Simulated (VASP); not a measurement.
# IrSe (F-43m) in VASP: further runs, part 2 of 2

VASP 6.6.1. Earlier steps stand in the parts before.

### 4 Single point, PBE (21.10 Å³/atom)

This run uses another cell than the first one, of 21.10 Å³/atom.

INCAR

```
ALGO = Normal
EDIFF = 1E-7
ENCUT = 520
GGA = PE
ISIF = 2
ISMEAR = 0
LASPH = True
LCHARG = True
LELF = True
LREAL = False
LVHAR = True
LWAVE = False
NBANDS = 14
NELM = 80
PREC = Accurate
SIGMA = 0.05
```

KPOINTS

```
k-points
0
Gamma
  10 10 10
```

POSCAR

```
IrSe
1.0
    0.0000000000      2.7633928481      2.7633928481
    2.7633928481      0.0000000000      2.7633928481
    2.7633928481      2.7633928481      0.0000000000
Ir Se
1 1
Direct
    0.0000000000      0.0000000000      0.0000000000
    0.2500000000      0.2500000000      0.2500000000
```

Potentials or basis: VASP PAW PBE potentials, release 64 (Ir, Se).

Command:

```bash
$ cat potpaw_PBE.64/Ir/POTCAR potpaw_PBE.64/Se/POTCAR > POTCAR
$ mpirun -np 1 vasp_std > vasp.out
```

OUTCAR:

```text
EDIFF = 1E-7
   ENCUT = 520
   GGA = PE
   ISIF = 2
   ISMEAR = 0
   LASPH = True
   LREAL = False
   NELM = 80
   PREC = Accurate

 ion  position               nearest neighbor table
   1  0.000  0.000  0.000-   2 2.39   2 2.39   2 2.39   2 2.39
   2  0.250  0.250  0.250-   1 2.39   1 2.39   1 2.39   1 2.39

  LATTYP: Found a face centered cubic cell.
 ALAT       =     5.5267856962

  Lattice vectors:

 A1 = (   0.0000000000,   2.7633928481,   2.7633928481)
 A2 = (   2.7633928481,   0.0000000000,   2.7633928481)
 A3 = (   2.7633928481,   2.7633928481,   0.0000000000)

Analysis of symmetry for initial positions (statically):
=====================================================================
 Subroutine PRICEL returns:
 Original cell was already a primitive cell.

 Routine SETGRP: Setting up the symmetry group for a
 face centered cubic supercell.

 Subroutine GETGRP returns: Found 24 space group operations
 (whereof 24 operations were pure point group operations)
 out of a pool of 48 trial point group operations.

The static configuration has the point symmetry T_d .

Analysis of symmetry for dynamics (positions and initial velocities):
=====================================================================
 Subroutine PRICEL returns:
 Original cell was already a primitive cell.

 Routine SETGRP: Setting up the symmetry group for a
 face centered cubic supercell.

 Subroutine GETGRP returns: Found 24 space group operations
 (whereof 24 operations were pure point group operations)
 out of a pool of 48 trial point group operations.

The dynamic configuration has the point symmetry T_d .

 Subroutine INISYM returns: Found 24 space group operations
 (whereof 24 operations are pure point group operations),
 and found     1 'primitive' translations

----------------------------------------------------------------------------------------

                                     Primitive cell

  volume of cell :      42.2044

  direct lattice vectors                    reciprocal lattice vectors
     0.000000000  2.763392848  2.763392848    -0.180936996  0.180936996  0.180936996
     2.763392848  0.000000000  2.763392848     0.180936996 -0.180936996  0.180936996
     2.763392848  2.763392848  0.000000000     0.180936996  0.180936996 -0.180936996

  length of vectors
     3.908027644  3.908027644  3.908027644     0.313392070  0.313392070  0.313392070

  position of ions in fractional coordinates (direct lattice)
     0.000000000  0.000000000  0.000000000
     0.250000000  0.250000000  0.250000000

  ion indices of the primitive-cell ions
   primitive index   ion index
                 1           1
                 2           2

----------------------------------------------------------------------------------------

 KPOINTS: k-points

Automatic generation of k-mesh.
 Grid dimensions read from file:
 generate k-points for:   10   10   10

 Generating k-lattice:

  Cartesian coordinates                     Fractional coordinates (reciprocal lattice)
    -0.018093700  0.018093700  0.018093700     0.100000000  0.000000000  0.000000000
     0.018093700 -0.018093700  0.018093700     0.000000000  0.100000000  0.000000000
     0.018093700  0.018093700 -0.018093700     0.000000000  0.000000000  0.100000000
[... 40 lines left out ...]
   number of dos      NEDOS =    301   number of ions     NIONS =      2
   total plane-waves  NPLWV =  27000
   dimension x,y,z NGX =    30 NGY =   30 NGZ =   30
   dimension x,y,z NGXF=    60 NGYF=   60 NGZF=   60
   ions per type =               1   1
   NGX,Y,Z   is equivalent  to a cutoff of  12.76, 12.76, 12.76 a.u.
   NGXF,Y,Z  is equivalent  to a cutoff of  25.52, 25.52, 25.52 a.u.
 SYSTEM =  unknown system
   PREC   = accura    normal or accurate (medium, high low for compatibility)
   ISTART =      0    job   : 0-new  1-cont  2-samecut
   ICHARG =      2    charge: 1-file 2-atom 10-const
   ISPIN  =      1    spin polarized calculation?
   LNONCOLLINEAR =      F non collinear calculations
   LSORBIT =      F    spin-orbit coupling
   LASPH  =      T    aspherical Exc in radial PAW
   ENCUT  =  520.0 eV  38.22 Ry    6.18 a.u.   7.27  7.27  7.27*2*pi/ulx,y,z
   NELM   =     80;   NELMIN=  2; NELMDL= -5     # of ELM steps
   EDIFF  = 0.1E-06   stopping-criterion for ELM
   LREAL  =      F    real-space projection
   EDIFFG = 0.1E-05   stopping-criterion for IOM
   NSW    =      0    number of steps for IOM
   IBRION =     -1    ionic relax: 0-MD 1-quasi-New 2-CG
   NFREE  =      0    steps in history (QN), initial steepest desc. (CG)
   ISIF   =      2    stress and relaxation
   ISYM   =      2    0-nonsym 1-usesym 2-fastsym
   POTIM  = 0.5000    time-step for ionic-motion
   TEBEG  =    0.0;   TEEND  =   0.0 temperature during run
   PSTRESS=    0.0 pullay stress
   NELECT =      15.0000    total number of electrons
   NUPDOWN=      -1.0000    fix difference up-down
   EMIN   =  10.00;   EMAX   =-10.00  energy-range for DOS
   EFERMI =   0.00;   METHOD = LEGACY
   ISMEAR =     0;   SIGMA  =   0.05  broadening in eV -4-tet -1-fermi 0-gaus
   EFERMI_NEDOS =   21; number of points for ismear=-14 and -15
   IALGO  =     38    algorithm
   IMIX   =      4    mixing-type and parameters
     AMIX     =   0.40;   BMIX     =  1.00
     AMIX_MAG =   1.60;   BMIX_MAG =  1.00
  volume/ion in A,a.u.               =      21.10       142.40
  Fermi-wavevector in a.u.,A,eV,Ry     =   1.159630  2.191382 18.296309  1.344741
  Thomas-Fermi vector in A             =   2.296220
   LORBIT       =      0    0 simple, 1 ext, 2 COOP (PROOUT), +10 PAW based schemes
   GGA     = PE    functional components
   LHFCALC =     F    Hartree Fock is set to
   AEXX    =    0.0000 exact exchange contribution
   IVDW    =     0    specifies the selected vdW correction
   LEPSILON=     F    determine dielectric tensor
   LRPA    =     F    only Hartree local field effects (RPA)
 non-spin polarized calculation
 Gauss-broadening in eV      SIGMA  =   0.05
  energy-cutoff  :      520.00
  volume of cell :       42.20
 maximum number of plane-waves:      1158
 NGX is ok and might be reduce to    30
   NGX = 15   NGY = 15   NGZ = 15

 number of electron      14.9999999 magnetization

 Free energy of the ion-electron system (eV)
  ---------------------------------------------------
  ext. energy  EPLUGINS =         0.00000000
  ---------------------------------------------------
  free energy    TOTEN  =       -11.76849836 eV

  energy without entropy =      -11.76659761  energy(sigma->0) =      -11.76754799

 E-fermi :   5.6019     XC(G=0): -10.5853

 val. band max:        5.5928356402   @ k =  -0.4000   0.4000   0.1000
 cond. band min:       5.6512244939   @ k =   0.3000   0.3000   0.0000
 fundamental gap:      0.0583888537
 Fermi energy:         5.6018547862

 k-point     1 :       0.0000    0.0000    0.0000
  band No.  band energies     occupation
      1     -10.0493      2.00000
      2      -0.4133      2.00000
      3      -0.4133      2.00000
      4      -0.4133      2.00000
      5       3.0748      2.00000
      6       3.0748      2.00000
      7       6.4162      0.00000
      8       8.7654      0.00000
      9       8.7654      0.00000
     10       8.7654      0.00000
     11      12.4067      0.00000
     12      12.4067      0.00000
     13      12.4067      0.00000
     14      17.0731      0.00000
[... 377 lines left out ...]
      1      -9.1690      2.00000
      2      -1.4672      2.00000
      3       0.3522      2.00000
      4       0.4127      2.00000
      5       2.5072      2.00000
      6       3.5189      2.00000
      7       4.4521      2.00000
      8       5.4907      1.99833
      9       5.7183      0.00099
     10      10.2958      0.00000
     11      11.3626      0.00000
     12      14.5837      0.00000
     13      15.6705      0.00000
     14      16.7290      0.00000

 [... further k-points ...]

------------------------ aborting loop because EDIFF is reached ----------------------------------------

  FORCE on cell =-STRESS in cart. coord.  units (eV):
  Direction    XX          YY          ZZ          XY          YZ          ZX
  --------------------------------------------------------------------------------------
  -------------------------------------------------------------------------------------
  Total        0.7990611      0.7990611      0.7990611      0.0000000     -0.0000000      0.0000000
  in kB       30.3342089     30.3342089     30.3342089      0.0000000     -0.0000000      0.0000000
  external PRESSURE =      30.3342089 kB  Pullay stress =       0.0000000 kB

 VOLUME and BASIS-vectors are now :
 -----------------------------------------------------------------------------
  energy-cutoff  :      520.00
  volume of cell :       42.20
      direct lattice vectors                 reciprocal lattice vectors
     0.000000000  2.763392848  2.763392848    -0.180936996  0.180936996  0.180936996
     2.763392848  0.000000000  2.763392848     0.180936996 -0.180936996  0.180936996
     2.763392848  2.763392848  0.000000000     0.180936996  0.180936996 -0.180936996

 POSITION                                       TOTAL-FORCE (eV/Angst)
 -----------------------------------------------------------------------------------
      0.00000      0.00000      0.00000         0.000000      0.000000      0.000000
      1.38170      1.38170      1.38170        -0.000000     -0.000000     -0.000000
 -----------------------------------------------------------------------------------
    total drift:                                0.000000      0.000000      0.000000

  FREE ENERGIE OF THE ION-ELECTRON SYSTEM (eV)
  ---------------------------------------------------
  free  energy   TOTEN  =       -11.7684983614 eV

  energy  without entropy=      -11.7665976141  energy(sigma->0) =      -11.76754799
```

OSZICAR:

```text
N       E                     dE             d eps       ncg     rms          rms(c)
DAV:   1     0.964120344303E+02    0.96412E+02   -0.62909E+03  1324   0.922E+02
DAV:   2    -0.689838635200E+01   -0.10331E+03   -0.88883E+02  1334   0.227E+02
DAV:   3    -0.119160727705E+02   -0.50177E+01   -0.49374E+01  1766   0.562E+01
DAV:   4    -0.119702650311E+02   -0.54192E-01   -0.54170E-01  1430   0.631E+00
DAV:   5    -0.119711333816E+02   -0.86835E-03   -0.86833E-03  1814   0.778E-01    0.123E+01
DAV:   6    -0.118083229836E+02    0.16281E+00   -0.51051E-01  1648   0.862E+00    0.619E+00
DAV:   7    -0.117768980163E+02    0.31425E-01   -0.50306E-02  1646   0.254E+00    0.302E+00
DAV:   8    -0.117683974454E+02    0.85006E-02   -0.17233E-02  1640   0.144E+00    0.225E-01
DAV:   9    -0.117684407035E+02   -0.43258E-04   -0.85168E-04  1616   0.195E-01    0.941E-02
DAV:  10    -0.117684895853E+02   -0.48882E-04   -0.10225E-04  1556   0.974E-02    0.181E-02
DAV:  11    -0.117684975779E+02   -0.79926E-05   -0.75923E-06  1532   0.273E-02    0.580E-03
DAV:  12    -0.117684982150E+02   -0.63707E-06   -0.23847E-06  1550   0.113E-02    0.198E-03
DAV:  13    -0.117684984070E+02   -0.19202E-06   -0.23302E-07  1622   0.384E-03    0.879E-04
DAV:  14    -0.117684983614E+02    0.45553E-07   -0.32188E-09   964   0.490E-04
   1 F= -.11768498E+02 E0= -.11767548E+02  d E =-.190075E-02
```

Run time: 68 s. Hardware: 1 thread of Intel Xeon 8259CL, shared host; peak memory 0.19 GiB.

What came out:

| Item | Value |
| --- | --- |
| Free energy | -11.7685 eV |
| Pressure | 3.0 GPa |
| Band gap on the k mesh | zero (an odd number of electrons rules out a gap without spin polarisation) |

Levels at points of the mesh, in eV from the Fermi level:
```
           k point  band 5  band 6  band 7  band 8  band 9  band 10
(0.00, 0.00, 0.00)   -2.53   -2.53    0.81    3.16    3.16     3.16
(0.50, 0.00, 0.00)   -2.28   -2.28   -2.08    1.04    1.04     3.03
(0.50, 0.50, 0.00)   -2.86   -2.15   -1.93   -1.02   -1.02     5.10
```

Caveat: the cell stands under pressure; spin-orbit coupling is left out, which moves the levels of the heavy elements.

### 5 Single point, PBE (21.53 Å³/atom)

This run uses another cell than the first one, of 21.53 Å³/atom.

INCAR

```
SYSTEM = IrSe
  ALGO = Normal
  EDIFF = 1E-6
  ENCUT = 520
  GGA = PE
  ISIF = 2
  ISMEAR = 0
  LASPH = .TRUE.
  LCHARG = .FALSE.
  LREAL = .FALSE.
  LWAVE = .FALSE.
  NBANDS = 14
  NELM = 80
  PREC = Accurate
  SIGMA = 0.05
```

KPOINTS

```
k-points
0
G
  10 10 10
  0 0 0
```

POSCAR

```
IrSe
1.0
    0.0000000000      2.7820649878      2.7820649878
    2.7820649878      0.0000000000      2.7820649878
    2.7820649878      2.7820649878      0.0000000000
Ir Se
1 1
Direct
    0.0000000000      0.0000000000      0.0000000000
    0.2500000000      0.2500000000      0.2500000000
```

Command:

```bash
$ cat potpaw_PBE.64/Ir/POTCAR potpaw_PBE.64/Se/POTCAR > POTCAR
$ mpirun -np 1 vasp_std > vasp.out
```

It took 58 s on 1 thread of Intel Xeon 8259CL, shared host; peak memory 0.19 GiB.

The run converged. Its results:

| Item | Value |
| --- | --- |
| Free energy | -11.7776 eV |
| Pressure | 0.3 GPa |
| Band gap on the k mesh | zero (an odd number of electrons rules out a gap without spin polarisation) |

Levels at points of the mesh, in eV from the Fermi level:
```csv
k point,band 5,band 6,band 7,band 8,band 9,band 10
"(0.00, 0.00, 0.00)",-2.45,-2.45,0.76,3.07,3.07,3.07
"(0.50, 0.00, 0.00)",-2.21,-2.21,-2.02,1.02,1.02,2.98
"(0.50, 0.50, 0.00)",-2.75,-2.10,-1.87,-0.98,-0.98,5.01
```

Caveat: spin-orbit coupling is left out, which moves the levels of the heavy elements.

### 6 Single point, PBE

This run uses another cell than the first one, of 21.53 Å³/atom.

INCAR

```
  PREC = Accurate
  ENCUT = 520
  EDIFF = 1E-6
  ISMEAR = 0
  SIGMA = 0.05
  LREAL = False
  LASPH = True
  NELM = 100
  ALGO = Normal
  ISIF = 2
  LWAVE = False
  LCHARG = False
  GGA = PE
  NBANDS = 14
```

KPOINTS

```
regular mesh
0
Gamma
  10 10 10
```

POSCAR is that of step 5.

Potentials or basis: VASP PAW PBE potentials, release 64 (Ir, Se).

Command:

```bash
$ cat potpaw_PBE.64/Ir/POTCAR potpaw_PBE.64/Se/POTCAR > POTCAR
$ mpirun -np 1 vasp_std > vasp.out
```

Run time: 53 s. Hardware: 1 thread of Intel Xeon 8259CL, shared host; peak memory 0.19 GiB.

It converged, with:

```yaml
Free_energy: -11.7776 eV
Pressure: 0.3 GPa
Band_gap_on_the_k_mesh: zero (an odd number of electrons rules out a gap without spin polarisation)
```

Levels at points of the mesh, in eV from the Fermi level:
| k point | band 5 | band 6 | band 7 | band 8 | band 9 | band 10 |
| --- | --- | --- | --- | --- | --- | --- |
| (0.00, 0.00, 0.00) | -2.45 | -2.45 | 0.76 | 3.07 | 3.07 | 3.07 |
| (0.50, 0.00, 0.00) | -2.21 | -2.21 | -2.02 | 1.02 | 1.02 | 2.98 |
| (0.50, 0.50, 0.00) | -2.75 | -2.10 | -1.87 | -0.98 | -0.98 | 5.01 |

Caveat: spin-orbit coupling is left out, which moves the levels of the heavy elements.

### 7 Summary

| cell | gap on the mesh (eV) | pressure (GPa) |
| --- | --- | --- |
| a = 3.861 Å, angles 60.0°, 2 atoms | none | 8.6 |
| a = 3.881 Å, angles 60.0°, 2 atoms | none | 6.1 |
| a = 3.908 Å, angles 60.0°, 2 atoms | none | 3.0 |
| a = 3.934 Å, angles 60.0°, 2 atoms | none | 0.3 |

Alike in all rows: task single point; level PBE; potentials or basis VASP PAW PBE potentials, release 64 (Ir, Se); no spin polarisation; k mesh 10 × 10 × 10; cutoff (eV) 520; smearing gaussian 0.05 eV.

Caveats: spin-orbit coupling is left out, which moves the levels of the heavy elements; the cell stands under pressure (at least some runs).

Absolute energies hang on the potentials; compare differences alone.

The gap in the log of VASP goes by the Fermi energy; the results here count the filled bands.